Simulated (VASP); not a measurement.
# MgH2 (P-3m1) in VASP: relaxation of cell and atoms with PBE

Aim: the relaxation of cell and atoms of MgH2 with PBE.

Program: VASP 6.6.1. These are calculated values, not measurements. Logs are shortened: lines on timing, memory, paths and dates and some standing lists are left out, and cuts for length are marked.

## (1) The cell of the first run

The structure is trigonal, space group P-3m1 (No. 164). The conventional cell has a = 2.756 Å, b = 2.756 Å, c = 4.510 Å, α = 90.00°, β = 90.00°, γ = 120.00°. Within 2.6 Å of Mg (site symmetry -3m) lie 6 H at 1.94 Å. H (site symmetry 3m) has 3 Mg at 1.94 Å within 2.6 Å.

The cell was generated, and may not be a known phase.

## (2) Relaxation of cell and atoms, PBE

INCAR

```
SYSTEM = MgH2
PREC = Accurate
ENCUT = 840
EDIFF = 1E-7
ISMEAR = 0
SIGMA = 0.15
LREAL = .False.
LASPH = .True.
NELM = 120
ALGO = Normal
ISIF = 3
LWAVE = .False.
LCHARG = .False.
GGA = PE
IBRION = 2
NSW = 36
EDIFFG = -0.08
GGA_COMPAT = .False.
NELMIN = 4
```

KPOINTS

```
Automatic mesh
0
Gamma
  6 6 3
  0 0 0
```

POSCAR

```
MgH2
1.0
    2.7560021200      0.0000000000      0.0000000000
   -1.3780010600      2.3867678500      0.0000000000
    0.0000000000      0.0000000000      4.5096874500
Mg H
1 2
Direct
    0.0000000000      0.0000000000      0.0000000000
    0.6666666700      0.3333333300      0.7528510100
    0.3333333300      0.6666666700      0.2471489900
```

Potentials or basis: VASP PAW PBE potentials, release 64 (Mg_sv, H).

Started as:

```bash
cat potpaw_PBE.64/Mg_sv/POTCAR potpaw_PBE.64/H/POTCAR > POTCAR
mpirun -np 1 vasp_std > vasp.out
```

OUTCAR:

```text
SYSTEM = MgH2
   PREC = Accurate
   ENCUT = 840
   EDIFF = 1E-7
   ISMEAR = 0
   LREAL = .False.
   LASPH = .True.
   NELM = 120
   ISIF = 3
   GGA = PE
   IBRION = 2
   NSW = 36
   EDIFFG = -0.08
   NELMIN = 4

 ion  position               nearest neighbor table
   1  0.000  0.000  0.000-
   2  0.667  0.333  0.753-
   3  0.333  0.667  0.247-

  LATTYP: Found a hexagonal cell.
 ALAT       =     2.7560021200
 C/A-ratio  =     1.6363149423

  Lattice vectors:

 A1 = (   2.7560021200,   0.0000000000,   0.0000000000)
 A2 = (  -1.3780010600,   2.3867678500,   0.0000000000)
 A3 = (   0.0000000000,   0.0000000000,   4.5096874500)

Analysis of symmetry for initial positions (statically):
=====================================================================
 Subroutine PRICEL returns:
 Original cell was already a primitive cell.

 Routine SETGRP: Setting up the symmetry group for a
 hexagonal supercell.

 Subroutine GETGRP returns: Found 12 space group operations
 (whereof 12 operations were pure point group operations)
 out of a pool of 24 trial point group operations.

The static configuration has the point symmetry D_3d.

Analysis of symmetry for dynamics (positions and initial velocities):
=====================================================================
 Subroutine PRICEL returns:
 Original cell was already a primitive cell.

 Routine SETGRP: Setting up the symmetry group for a
 hexagonal supercell.

 Subroutine GETGRP returns: Found 12 space group operations
 (whereof 12 operations were pure point group operations)
 out of a pool of 24 trial point group operations.

The dynamic configuration has the point symmetry D_3d.

 Subroutine INISYM returns: Found 12 space group operations
 (whereof 12 operations are pure point group operations),
 and found     1 'primitive' translations

----------------------------------------------------------------------------------------

                                     Primitive cell

  volume of cell :      29.6644

  direct lattice vectors                    reciprocal lattice vectors
     2.756002120  0.000000000  0.000000000     0.362844423  0.209488325  0.000000000
    -1.378001060  2.386767850  0.000000000     0.000000000  0.418976651  0.000000000
     0.000000000  0.000000000  4.509687450     0.000000000  0.000000000  0.221744857

  length of vectors
     2.756002120  2.756002121  4.509687450     0.418976651  0.418976651  0.221744857

  position of ions in fractional coordinates (direct lattice)
     0.000000000  0.000000000  0.000000000
     0.666666670  0.333333330  0.752851010
     0.333333330  0.666666670  0.247148990

  ion indices of the primitive-cell ions
   primitive index   ion index
                 1           1
                 2           2
                 3           3

----------------------------------------------------------------------------------------

 KPOINTS: Automatic mesh

Automatic generation of k-mesh.
 Grid dimensions read from file:
 generate k-points for:    6    6    3

 Generating k-lattice:

  Cartesian coordinates                     Fractional coordinates (reciprocal lattice)
     0.060474071  0.034914721  0.000000000     0.166666667  0.000000000  0.000000000
     0.000000000  0.069829442  0.000000000     0.000000000  0.166666667  0.000000000
     0.000000000  0.000000000  0.073914952     0.000000000  0.000000000  0.333333333

  Length of vectors
     0.069829442  0.069829442  0.073914952

  Shift w.r.t. Gamma in fractional coordinates (k-lattice)
     0.000000000  0.000000000  0.000000000

 Subroutine IBZKPT returns following result:
 ===========================================

 Found     17 irreducible k-points:

 Following reciprocal coordinates:
            Coordinates               Weight
  0.000000  0.000000  0.000000      1.000000
  0.166667 -0.000000  0.000000      6.000000
  0.333333  0.000000  0.000000      6.000000
  0.500000  0.000000  0.000000      3.000000
  0.166667  0.166667  0.000000      6.000000
  0.333333  0.166667  0.000000     12.000000
[... 9 lines left out ...]
 -0.166667  0.500000  0.333333     12.000000
  0.333333  0.333333  0.333333      4.000000
   k-points           NKPTS =     17   k-points in BZ     NKDIM =     17   number of bands    NBANDS=     10
   number of dos      NEDOS =    301   number of ions     NIONS =      3
   total plane-waves  NPLWV =  37632
   dimension x,y,z NGX =    28 NGY =   28 NGZ =   48
   dimension x,y,z NGXF=    56 NGYF=   56 NGZF=   96
   ions per type =               1   2
   NGX,Y,Z   is equivalent  to a cutoff of  16.89, 16.89, 17.69 a.u.
   NGXF,Y,Z  is equivalent  to a cutoff of  33.78, 33.78, 35.39 a.u.
 SYSTEM =  MgH2
   PREC   = accura    normal or accurate (medium, high low for compatibility)
   ISTART =      0    job   : 0-new  1-cont  2-samecut
   ICHARG =      2    charge: 1-file 2-atom 10-const
   ISPIN  =      1    spin polarized calculation?
   LNONCOLLINEAR =      F non collinear calculations
   LSORBIT =      F    spin-orbit coupling
   LASPH  =      T    aspherical Exc in radial PAW
   ENCUT  =  840.0 eV  61.74 Ry    7.86 a.u.   6.51  6.51 10.66*2*pi/ulx,y,z
   NELM   =    120;   NELMIN=  4; NELMDL= -5     # of ELM steps
   EDIFF  = 0.1E-06   stopping-criterion for ELM
   LREAL  =      F    real-space projection
   EDIFFG = -.8E-01   stopping-criterion for IOM
   NSW    =     36    number of steps for IOM
   IBRION =      2    ionic relax: 0-MD 1-quasi-New 2-CG
   NFREE  =      1    steps in history (QN), initial steepest desc. (CG)
   ISIF   =      3    stress and relaxation
   ISYM   =      2    0-nonsym 1-usesym 2-fastsym
   POTIM  = 0.5000    time-step for ionic-motion
   TEBEG  =    0.0;   TEEND  =   0.0 temperature during run
   PSTRESS=    0.0 pullay stress
   NELECT =      12.0000    total number of electrons
   NUPDOWN=      -1.0000    fix difference up-down
   EMIN   =  10.00;   EMAX   =-10.00  energy-range for DOS
   EFERMI =   0.00;   METHOD = LEGACY
   ISMEAR =     0;   SIGMA  =   0.15  broadening in eV -4-tet -1-fermi 0-gaus
   EFERMI_NEDOS =   21; number of points for ismear=-14 and -15
   IALGO  =     38    algorithm
   IMIX   =      4    mixing-type and parameters
     AMIX     =   0.40;   BMIX     =  1.00
     AMIX_MAG =   1.60;   BMIX_MAG =  1.00
  volume/ion in A,a.u.               =       9.89        66.73
  Fermi-wavevector in a.u.,A,eV,Ry     =   1.210756  2.287997 19.945180  1.465929
  Thomas-Fermi vector in A             =   2.346293
   LORBIT       =      0    0 simple, 1 ext, 2 COOP (PROOUT), +10 PAW based schemes
   GGA     = PE    functional components
   LHFCALC =     F    Hartree Fock is set to
   AEXX    =    0.0000 exact exchange contribution
   IVDW    =     0    specifies the selected vdW correction
   LEPSILON=     F    determine dielectric tensor
   LRPA    =     F    only Hartree local field effects (RPA)
 conjugate gradient relaxation of ions
 non-spin polarized calculation
 Gauss-broadening in eV      SIGMA  =   0.15
  energy-cutoff  :      840.00
  volume of cell :       29.66
 maximum number of plane-waves:      1671
 NGX is ok and might be reduce to    28
   NGX = 13   NGY = 13   NGZ = 21

--------------------------------------- Ionic step        1  -------------------------------------------

 number of electron      12.0000005 magnetization

 Free energy of the ion-electron system (eV)
  ---------------------------------------------------
  ext. energy  EPLUGINS =         0.00000000
  ---------------------------------------------------
  free energy    TOTEN  =        -8.31581833 eV

  energy without entropy =       -8.31581833  energy(sigma->0) =       -8.31581833

------------------------ aborting loop because EDIFF is reached ----------------------------------------

  FORCE on cell =-STRESS in cart. coord.  units (eV):
  Direction    XX          YY          ZZ          XY          YZ          ZX
  --------------------------------------------------------------------------------------
  -------------------------------------------------------------------------------------
  Total        2.6836301      2.6836301     -0.8750257      0.0000000     -0.0000000      0.0000000
  in kB      144.9429409    144.9429410    -47.2601642      0.0000000     -0.0000000      0.0000000
  external PRESSURE =      80.8752392 kB  Pullay stress =       0.0000000 kB

 VOLUME and BASIS-vectors are now :
 -----------------------------------------------------------------------------
  energy-cutoff  :      840.00
  volume of cell :       29.66
      direct lattice vectors                 reciprocal lattice vectors
     2.756002120  0.000000000  0.000000000     0.362844423  0.209488325  0.000000000
    -1.378001060  2.386767850  0.000000000     0.000000000  0.418976651  0.000000000
     0.000000000  0.000000000  4.509687450     0.000000000  0.000000000  0.221744857
[... 186 lines left out ...]
 POSITION                                       TOTAL-FORCE (eV/Angst)
 -----------------------------------------------------------------------------------
      0.00000      0.00000      4.24465         0.000000      0.000000      0.000000
      1.49968      0.86584      3.30491        -0.000000      0.000000      0.037132
     -0.00000      1.73168      0.93974         0.000000     -0.000000     -0.037132
 -----------------------------------------------------------------------------------
    total drift:                                0.000000      0.000000      0.000000

  FREE ENERGIE OF THE ION-ELECTRON SYSTEM (eV)
  ---------------------------------------------------
  free  energy   TOTEN  =        -8.6144493246 eV

  energy  without entropy=       -8.6144493246  energy(sigma->0) =       -8.61444932

--------------------------------------- Ionic step        7  -------------------------------------------

 number of electron      11.9999988 magnetization

 Free energy of the ion-electron system (eV)
  ---------------------------------------------------
  ext. energy  EPLUGINS =         0.00000000
  ---------------------------------------------------
  free energy    TOTEN  =        -8.61453956 eV

  energy without entropy =       -8.61453956  energy(sigma->0) =       -8.61453956

 E-fermi :  -0.4329     XC(G=0):  -8.1866

 val. band max:       -1.0720227790   @ k =   0.1667   0.1667   0.0000
 cond. band min:       3.0089958753   @ k =   0.5000   0.0000   0.3333
 fundamental gap:      4.0810186543
 Fermi energy:        -0.4329293118

 k-point     1 :       0.0000    0.0000    0.0000
  band No.  band energies     occupation
      1     -74.7421      2.00000
      2     -41.5265      2.00000
      3     -41.4648      2.00000
      4     -41.4648      2.00000
      5      -7.4555      2.00000
      6      -1.6403      2.00000
      7       4.3753      0.00000
      8      11.8992      0.00000
      9      13.4877      0.00000
     10      13.6622      0.00000

 k-point     2 :       0.1667   -0.0000    0.0000
  band No.  band energies     occupation
      1     -74.7409      2.00000
      2     -41.5247      2.00000
      3     -41.4777      2.00000
      4     -41.4678      2.00000
      5      -6.8992      2.00000
      6      -1.3735      2.00000
      7       4.9437      0.00000
      8       8.1304      0.00000
      9      10.9803      0.00000
     10      12.1203      0.00000
[... 215 lines left out ...]
 POSITION                                       TOTAL-FORCE (eV/Angst)
 -----------------------------------------------------------------------------------
      0.00000      0.00000      0.00000         0.000000     -0.000000      0.000000
      1.49993      0.86598      3.30674        -0.000000      0.000000      0.055074
     -0.00000      1.73197      0.94405        -0.000000     -0.000000     -0.055074
 -----------------------------------------------------------------------------------
    total drift:                               -0.000000     -0.000000      0.000000

  FREE ENERGIE OF THE ION-ELECTRON SYSTEM (eV)
  ---------------------------------------------------
  free  energy   TOTEN  =        -8.6145395582 eV

  energy  without entropy=       -8.6145395582  energy(sigma->0) =       -8.61453956

 reached required accuracy - stopping structural energy minimisation
```

Wall time 42 s (1 thread of AMD EPYC 9R45 (Zen 5), shared host); peak memory 0.16 GiB.

What came out:

```yaml
Free_energy: -8.6145 eV
Relaxed_volume: 11.04 Å³/atom
Relaxed_cell: a = 3.000 Å, b = 3.000 Å, c = 4.251 Å, α = 90.00°, β = 90.00°, γ = 120.00°
Space_group_after_relaxing_to_0.1_Å: P-3m1 (No. 164)
Energy_gained_by_relaxing: 99.6 meV/atom
Ionic_steps: 7
Pressure_after_relaxing: 0.7 GPa
Largest_force_after_relaxing: 0.055 eV/Å
Band_gap_on_the_k_mesh: 4.08 eV (least direct gap 5.08 eV)
```

Forces on the atoms (eV/Å):
```
Mg   0.000  0.000  0.000
H    0.000  0.000  0.055
H    0.000  0.000 -0.055
```

The path:
| step | energy change (eV) | largest force (eV/Å) | pressure (GPa) | volume (Å³) |
| --- | --- | --- | --- | --- |
| 1 | 0.0000 | 0.4963 | 8.09 | 29.66 |
| 2 | -0.1946 | 0.4531 | 2.66 | 31.83 |
| 3 | -0.2638 | 0.4131 | -1.23 | 33.94 |
| 4 | -0.2659 | 0.4060 | -1.80 | 34.32 |
| 5 | -0.2887 | 0.2513 | -0.76 | 33.79 |
| 6 | -0.2986 | 0.0371 | 0.78 | 33.07 |
| 7 | -0.2987 | 0.0551 | 0.65 | 33.13 |

Final structure:
```yaml
crystal:
  lattice:
    - [2.99985, 0.00000, 0.00000]
    - [-1.49993, 2.59795, 0.00000]
    - [0.00000, 0.00000, 4.25078]
  atoms:
    - { symbol: Mg, position: [0.00000, 0.00000, 0.00000] }
    - { symbol: H, position: [0.66667, 0.33333, 0.77791] }
    - { symbol: H, position: [0.33333, 0.66667, 0.22209] }
```

Caveat: the k points lie up to 0.49 Å⁻¹ apart in the final cell; the relaxation stopped at a loose force limit of 0.08 eV/Å, so its end isn't a converged minimum.
